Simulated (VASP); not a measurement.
# Rb (Im-3m) in VASP: notebook

Runs on Rb. Level: PBE. Tasks: single point.

Program: VASP 6.6.1. These are calculated values, not measurements. Logs are shortened: lines on timing, memory, paths and dates and some standing lists are left out, and cuts for length are marked.

## 1. The cell of the first run

Symmetry: Im-3m, No. 229, cubic system. The conventional cell has a = 5.495 Å, b = 5.495 Å, c = 5.495 Å, α = 90.00°, β = 90.00°, γ = 90.00°.

## 2. Single point, PBE (82.94 Å³/atom)

The input, INCAR:

```
  PREC = Accurate
  ENCUT = 520
  EDIFF = 1E-6
  ISMEAR = 0
  SIGMA = 0.1
  LREAL = F
  LASPH = T
  NELM = 100
  ALGO = Normal
  ISIF = 2
  LWAVE = F
  LCHARG = F
  GGA = PE
  NBANDS = 10
```

The input, KPOINTS:

```
regular mesh
0
Gamma
  10 10 10
```

The input, POSCAR:

```
Rb
1.0
   -2.7472623125      2.7472623125      2.7472623125
    2.7472623125     -2.7472623125      2.7472623125
    2.7472623125      2.7472623125     -2.7472623125
Rb
1
Direct
    0.0000000000      0.0000000000      0.0000000000
```

Potentials or basis: VASP PAW PBE potentials, release 64 (Rb_sv).

The run is started by

```sh
$ cat potpaw_PBE.64/Rb_sv/POTCAR > POTCAR
$ mpirun -np 1 vasp_std > vasp.out
```

OUTCAR:

```text
PREC = Accurate
   ENCUT = 520
   EDIFF = 1E-6
   ISMEAR = 0
   LREAL = F
   LASPH = T
   NELM = 100
   ISIF = 2
   GGA = PE

 ion  position               nearest neighbor table
   1  0.000  0.000  0.000-

  LATTYP: Found a body centered cubic cell.
 ALAT       =     5.4945246250

  Lattice vectors:

 A1 = (  -2.7472623125,   2.7472623125,   2.7472623125)
 A2 = (   2.7472623125,  -2.7472623125,   2.7472623125)
 A3 = (   2.7472623125,   2.7472623125,  -2.7472623125)

Analysis of symmetry for initial positions (statically):
=====================================================================
 Subroutine PRICEL returns:
 Original cell was already a primitive cell.

 Routine SETGRP: Setting up the symmetry group for a
 body centered cubic supercell.

 Subroutine GETGRP returns: Found 48 space group operations
 (whereof 48 operations were pure point group operations)
 out of a pool of 48 trial point group operations.

The static configuration has the point symmetry O_h .

Analysis of symmetry for dynamics (positions and initial velocities):
=====================================================================
 Subroutine PRICEL returns:
 Original cell was already a primitive cell.

 Routine SETGRP: Setting up the symmetry group for a
 body centered cubic supercell.

 Subroutine GETGRP returns: Found 48 space group operations
 (whereof 48 operations were pure point group operations)
 out of a pool of 48 trial point group operations.

The dynamic configuration has the point symmetry O_h .

 Subroutine INISYM returns: Found 48 space group operations
 (whereof 48 operations are pure point group operations),
 and found     1 'primitive' translations

----------------------------------------------------------------------------------------

                                     Primitive cell

  volume of cell :      82.9393

  direct lattice vectors                    reciprocal lattice vectors
    -2.747262313  2.747262313  2.747262313     0.000000000  0.181999366  0.181999366
     2.747262313 -2.747262313  2.747262313     0.181999366  0.000000000  0.181999366
     2.747262313  2.747262313 -2.747262313     0.181999366  0.181999366  0.000000000

  length of vectors
     4.758397907  4.758397907  4.758397907     0.257385972  0.257385972  0.257385972

  position of ions in fractional coordinates (direct lattice)
     0.000000000  0.000000000  0.000000000

  ion indices of the primitive-cell ions
   primitive index   ion index
                 1           1

----------------------------------------------------------------------------------------

 KPOINTS: regular mesh

Automatic generation of k-mesh.
 Grid dimensions read from file:
 generate k-points for:   10   10   10

 Generating k-lattice:

  Cartesian coordinates                     Fractional coordinates (reciprocal lattice)
     0.000000000  0.018199937  0.018199937     0.100000000  0.000000000  0.000000000
     0.018199937  0.000000000  0.018199937     0.000000000  0.100000000  0.000000000
     0.018199937  0.018199937  0.000000000     0.000000000  0.000000000  0.100000000

  Length of vectors
     0.025738597  0.025738597  0.025738597

  Shift w.r.t. Gamma in fractional coordinates (k-lattice)
     0.000000000  0.000000000  0.000000000

 Subroutine IBZKPT returns following result:
 ===========================================

 Found     47 irreducible k-points:

 Following reciprocal coordinates:
            Coordinates               Weight
  0.000000  0.000000  0.000000      1.000000
  0.100000  0.000000  0.000000     12.000000
  0.200000  0.000000  0.000000     12.000000
  0.300000  0.000000  0.000000     12.000000
  0.400000  0.000000  0.000000     12.000000
  0.500000  0.000000  0.000000      6.000000
[... 16 lines left out ...]
  0.300000  0.300000  0.100000      8.000000
 -0.300000  0.300000  0.100000     24.000000
 [... further k-points ...]
   k-points           NKPTS =     47   k-points in BZ     NKDIM =     47   number of bands    NBANDS=     10
   number of dos      NEDOS =    301   number of ions     NIONS =      1
   total plane-waves  NPLWV =  46656
   dimension x,y,z NGX =    36 NGY =   36 NGZ =   36
   dimension x,y,z NGXF=    72 NGYF=   72 NGZF=   72
   ions per type =               1
   NGX,Y,Z   is equivalent  to a cutoff of  12.58, 12.58, 12.58 a.u.
   NGXF,Y,Z  is equivalent  to a cutoff of  25.15, 25.15, 25.15 a.u.
 SYSTEM =  unknown system
   PREC   = accura    normal or accurate (medium, high low for compatibility)
   ISTART =      0    job   : 0-new  1-cont  2-samecut
   ICHARG =      2    charge: 1-file 2-atom 10-const
   ISPIN  =      1    spin polarized calculation?
   LNONCOLLINEAR =      F non collinear calculations
   LSORBIT =      F    spin-orbit coupling
   LASPH  =      T    aspherical Exc in radial PAW
   ENCUT  =  520.0 eV  38.22 Ry    6.18 a.u.   8.85  8.85  8.85*2*pi/ulx,y,z
   NELM   =    100;   NELMIN=  2; NELMDL= -5     # of ELM steps
   EDIFF  = 0.1E-05   stopping-criterion for ELM
   LREAL  =      F    real-space projection
   EDIFFG = 0.1E-04   stopping-criterion for IOM
   NSW    =      0    number of steps for IOM
   IBRION =     -1    ionic relax: 0-MD 1-quasi-New 2-CG
   NFREE  =      0    steps in history (QN), initial steepest desc. (CG)
   ISIF   =      2    stress and relaxation
   ISYM   =      2    0-nonsym 1-usesym 2-fastsym
   POTIM  = 0.5000    time-step for ionic-motion
   TEBEG  =    0.0;   TEEND  =   0.0 temperature during run
   PSTRESS=    0.0 pullay stress
   NELECT =       9.0000    total number of electrons
   NUPDOWN=      -1.0000    fix difference up-down
   EMIN   =  10.00;   EMAX   =-10.00  energy-range for DOS
   EFERMI =   0.00;   METHOD = LEGACY
   ISMEAR =     0;   SIGMA  =   0.10  broadening in eV -4-tet -1-fermi 0-gaus
   EFERMI_NEDOS =   21; number of points for ismear=-14 and -15
   IALGO  =     38    algorithm
   IMIX   =      4    mixing-type and parameters
     AMIX     =   0.40;   BMIX     =  1.00
     AMIX_MAG =   1.60;   BMIX_MAG =  1.00
  volume/ion in A,a.u.               =      82.94       559.70
  Fermi-wavevector in a.u.,A,eV,Ry     =   0.780852  1.475597  8.295884  0.609730
  Thomas-Fermi vector in A             =   1.884249
   LORBIT       =      0    0 simple, 1 ext, 2 COOP (PROOUT), +10 PAW based schemes
   GGA     = PE    functional components
   LHFCALC =     F    Hartree Fock is set to
   AEXX    =    0.0000 exact exchange contribution
   IVDW    =     0    specifies the selected vdW correction
   LEPSILON=     F    determine dielectric tensor
   LRPA    =     F    only Hartree local field effects (RPA)
 non-spin polarized calculation
 Gauss-broadening in eV      SIGMA  =   0.10
  energy-cutoff  :      520.00
  volume of cell :       82.94
 maximum number of plane-waves:      2258
   NGX = 17   NGY = 17   NGZ = 17

 number of electron       9.0000000 magnetization

 Free energy of the ion-electron system (eV)
  ---------------------------------------------------
  ext. energy  EPLUGINS =         0.00000000
  ---------------------------------------------------
  free energy    TOTEN  =        -0.92814036 eV

  energy without entropy =       -0.92184677  energy(sigma->0) =       -0.92499356

 E-fermi :   0.2371     XC(G=0):  -5.6950

 val. band max:        0.2351960755   @ k =  -0.3000   0.4000   0.2000
 cond. band min:       0.3193655233   @ k =  -0.4000   0.4000   0.2000
 fundamental gap:      0.0841694479
 Fermi energy:         0.2370904757

 k-point     1 :       0.0000    0.0000    0.0000
  band No.  band energies     occupation
      1     -28.6288      2.00000
      2     -12.6601      2.00000
      3     -12.6601      2.00000
      4     -12.6601      2.00000
      5      -1.8671      2.00000
      6       3.9940      0.00000
      7       3.9940      0.00000
      8       3.9940      0.00000
      9       4.9933      0.00000
     10       4.9933      0.00000

 k-point     2 :       0.1000    0.0000    0.0000
  band No.  band energies     occupation
      1     -28.6282      2.00000
      2     -12.6730      2.00000
      3     -12.6642      2.00000
      4     -12.6601      2.00000
      5      -1.7386      2.00000
      6       3.7961      0.00000
      7       3.8211      0.00000
      8       4.1158      0.00000
      9       4.7611      0.00000
     10       4.9479      0.00000

 k-point     3 :       0.2000    0.0000    0.0000
  band No.  band energies     occupation
      1     -28.6265      2.00000
      2     -12.7065      2.00000
      3     -12.6751      2.00000
      4     -12.6602      2.00000
      5      -1.3666      2.00000
      6       3.1321      0.00000
      7       3.4646      0.00000
      8       4.4758      0.00000
      9       4.7461      0.00000
     10       4.8998      0.00000

 k-point     4 :       0.3000    0.0000    0.0000
  band No.  band energies     occupation
      1     -28.6245      2.00000
      2     -12.7472      2.00000
      3     -12.6884      2.00000
      4     -12.6602      2.00000
      5      -0.7920      2.00000
      6       2.3553      0.00000
      7       3.1291      0.00000
      8       4.8668      0.00000
      9       4.9698      0.00000
     10       5.0569      0.00000
[... 222 lines left out ...]
 k-point    22 :      -0.2000    0.2000    0.1000
  band No.  band energies     occupation
      1     -28.6260      2.00000
      2     -12.7066      2.00000
      3     -12.6795      2.00000
      4     -12.6704      2.00000
      5      -1.2450      2.00000
      6       3.1630      0.00000
      7       3.4831      0.00000
      8       4.0216      0.00000
      9       4.4677      0.00000
     10       5.4218      0.00000

 k-point    23 :       0.3000    0.3000    0.1000
  band No.  band energies     occupation
      1     -28.6218      2.00000
      2     -12.7425      2.00000
      3     -12.7425      2.00000
      4     -12.6874      2.00000
      5       1.4071      0.00000
      6       1.4071      0.00000
      7       1.5544      0.00000
      8       3.7883      0.00000
      9       5.5808      0.00000
     10       5.5808      0.00000

 k-point    24 :      -0.3000    0.3000    0.1000
  band No.  band energies     occupation
      1     -28.6240      2.00000
      2     -12.7453      2.00000
      3     -12.6930      2.00000
      4     -12.6700      2.00000
      5      -0.6777      2.00000
      6       2.3838      0.00000
      7       3.1839      0.00000
      8       4.1082      0.00000
      9       5.0368      0.00000
     10       5.4713      0.00000

 [... further k-points ...]

------------------------ aborting loop because EDIFF is reached ----------------------------------------

  FORCE on cell =-STRESS in cart. coord.  units (eV):
  Direction    XX          YY          ZZ          XY          YZ          ZX
  --------------------------------------------------------------------------------------
  -------------------------------------------------------------------------------------
  Total        0.1655156      0.1655156      0.1655156      0.0000000      0.0000000      0.0000000
  in kB        3.1973421      3.1973421      3.1973421      0.0000000      0.0000000      0.0000000
  external PRESSURE =       3.1973421 kB  Pullay stress =       0.0000000 kB

 VOLUME and BASIS-vectors are now :
 -----------------------------------------------------------------------------
  energy-cutoff  :      520.00
  volume of cell :       82.94
      direct lattice vectors                 reciprocal lattice vectors
    -2.747262313  2.747262313  2.747262313     0.000000000  0.181999366  0.181999366
     2.747262313 -2.747262313  2.747262313     0.181999366  0.000000000  0.181999366
     2.747262313  2.747262313 -2.747262313     0.181999366  0.181999366  0.000000000

 POSITION                                       TOTAL-FORCE (eV/Angst)
 -----------------------------------------------------------------------------------
      0.00000      0.00000      0.00000        -0.000000      0.000000     -0.000000
 -----------------------------------------------------------------------------------
    total drift:                               -0.000000      0.000000      0.000000

  FREE ENERGIE OF THE ION-ELECTRON SYSTEM (eV)
  ---------------------------------------------------
  free  energy   TOTEN  =        -0.9281403582 eV

  energy  without entropy=       -0.9218467657  energy(sigma->0) =       -0.92499356
```

Run time: 26 s. Hardware: 1 thread of Intel Xeon 8259CL, shared host; peak memory 0.21 GiB.

What came out:

```
Free energy            : -0.9281 eV
Pressure               : 0.3 GPa
Band gap on the k mesh : zero (an odd number of electrons rules out a gap without spin polarisation)
```

## 3. Single point, PBE (85.67 Å³/atom)

This run uses another cell than the first one, of 85.67 Å³/atom.

The input, INCAR:

```
ALGO     = Normal         # electronic algorithm
EDIFF    = 1E-7           # SCF threshold, eV
ENCUT    = 520            # plane-wave cutoff, eV
GGA      = PE             # functional
ISIF     = 2              # what is computed and relaxed
ISMEAR   = 0              # smearing method
LASPH    = T              # aspherical terms in the spheres
LCHARG   = F              # write CHGCAR
LREAL    = F              # projectors in reciprocal space
LWAVE    = F              # write WAVECAR
NBANDS   = 10             # bands
NELM     = 100            # most SCF steps
PREC     = Accurate       # precision mode
SIGMA    = 0.1            # smearing width, eV
```

The input, KPOINTS:

```
k-points
0
Gamma
  10 10 10
```

The input, POSCAR:

```
Rb
1.0
   -2.7771261991      2.7771261991      2.7771261991
    2.7771261991     -2.7771261991      2.7771261991
    2.7771261991      2.7771261991     -2.7771261991
Rb
1
Direct
    0.0000000000      0.0000000000      0.0000000000
```

Potentials or basis: VASP PAW PBE potentials, release 64 (Rb_sv).

The run is started by

```sh
$ cat potpaw_PBE.64/Rb_sv/POTCAR > POTCAR
$ mpirun -np 1 vasp_std > vasp.out
```

It took 30 s on 1 thread of Intel Xeon 8259CL, shared host; peak memory 0.21 GiB.

Results (log left out):

```
Free energy            : -0.9326 eV
Pressure               : 0.2 GPa
Band gap on the k mesh : zero (an odd number of electrons rules out a gap without spin polarisation)
```

Levels at points of the mesh, in eV from the Fermi level:
```csv
k point,band 3,band 4,band 5,band 6,band 7,band 8
"(0.00, 0.00, 0.00)",-12.91,-12.91,-2.06,3.73,3.73,3.73
"(0.50, 0.00, 0.00)",-12.95,-12.91,0.22,0.82,2.59,4.38
"(0.50, 0.50, 0.50)",-13.00,-13.00,1.21,1.21,3.41,3.41
```

## 4. Single point, PBE (88.41 Å³/atom)

This run uses another cell than the first one, of 88.41 Å³/atom.

The input, INCAR:

```
PREC = Accurate
ENCUT = 520
EDIFF = 1E-6
ISMEAR = 0
SIGMA = 0.1
LREAL = False
LASPH = True
NELM = 60
ALGO = Fast
ISIF = 2
LWAVE = False
LCHARG = True
GGA = PE
LELF = True
LVHAR = True
NBANDS = 10
```

The input, KPOINTS:

```
Automatic mesh
0
Gamma
  10 10 10
```

The input, POSCAR:

```
Rb
1.0
   -2.8063612548      2.8063612548      2.8063612548
    2.8063612548     -2.8063612548      2.8063612548
    2.8063612548      2.8063612548     -2.8063612548
Rb
1
Direct
    0.0000000000      0.0000000000      0.0000000000
```

The run is started by

```sh
$ cat potpaw_PBE.64/Rb_sv/POTCAR > POTCAR
$ mpirun -np 1 vasp_std > vasp.out
```

Run time: 39 s. Hardware: 1 thread of Intel Xeon 8259CL, shared host; peak memory 0.22 GiB.

The run converged. Its results:

```yaml
Free_energy: -0.9351 eV
Pressure: 0.1 GPa
Band_gap_on_the_k_mesh: zero (an odd number of electrons rules out a gap without spin polarisation)
```

Levels at points of the mesh, in eV from the Fermi level:
```csv
k point,band 2,band 3,band 4,band 5,band 6,band 7,band 8,band 9
"(0.00, 0.00, 0.00)",-12.93,-12.93,-12.93,-2.01,3.70,3.70,3.70,4.66
"(0.50, 0.00, 0.00)",-13.04,-12.97,-12.93,0.23,0.80,2.59,4.31,5.24
"(0.50, 0.50, 0.50)",-13.01,-13.01,-13.01,1.23,1.23,3.32,3.32,3.32
```

## 5. Single point, PBE

This run uses another cell than the first one, of 91.14 Å³/atom.

The input, INCAR:

```
PREC = Accurate ; ENCUT = 520
EDIFF = 1E-6 ; ISMEAR = 0
SIGMA = 0.1 ; LREAL = F
LASPH = T ; NELM = 80
ALGO = Normal ; ISIF = 2
LWAVE = F ; LCHARG = F
GGA = PE ; NBANDS = 10
```

KPOINTS is that of step 4.

The input, POSCAR:

```
Rb
1.0
   -2.8349995721      2.8349995721      2.8349995721
    2.8349995721     -2.8349995721      2.8349995721
    2.8349995721      2.8349995721     -2.8349995721
Rb
1
Direct
    0.0000000000      0.0000000000      0.0000000000
```

The run is started by

```sh
$ cat potpaw_PBE.64/Rb_sv/POTCAR > POTCAR
$ mpirun -np 1 vasp_std > vasp.out
```

Wall time 41 s (1 thread of Intel Xeon 8259CL, shared host); peak memory 0.24 GiB.

Results (log left out):

* Free energy: -0.9359 eV
* Pressure: 0.0 GPa
* Band gap on the k mesh: zero (an odd number of electrons rules out a gap without spin polarisation)

Levels at points of the mesh, in eV from the Fermi level:
```csv
k point,band 2,band 3,band 4,band 5,band 6,band 7,band 8,band 9
"(0.00, 0.00, 0.00)",-12.95,-12.95,-12.95,-1.97,3.67,3.67,3.67,4.61
"(0.50, 0.00, 0.00)",-13.04,-12.98,-12.95,0.24,0.78,2.58,4.25,5.15
"(0.50, 0.50, 0.50)",-13.02,-13.02,-13.02,1.26,1.26,3.24,3.24,3.24
```

## 6. The runs side by side

```csv
cell,gap on the mesh (eV),pressure (GPa)
"a = 4.758 Å, angles 109.5°, 1 atom",none,0.3
"a = 4.810 Å, angles 109.5°, 1 atom",none,0.2
"a = 4.861 Å, angles 109.5°, 1 atom",none,0.1
"a = 4.910 Å, angles 109.5°, 1 atom",none,0.0
```

Alike in all rows: task single point; level PBE; potentials or basis VASP PAW PBE potentials, release 64 (Rb_sv); no spin polarisation; k mesh 10 × 10 × 10; cutoff (eV) 520; smearing gaussian 0.1 eV.

Absolute energies hang on the potentials; compare differences alone.
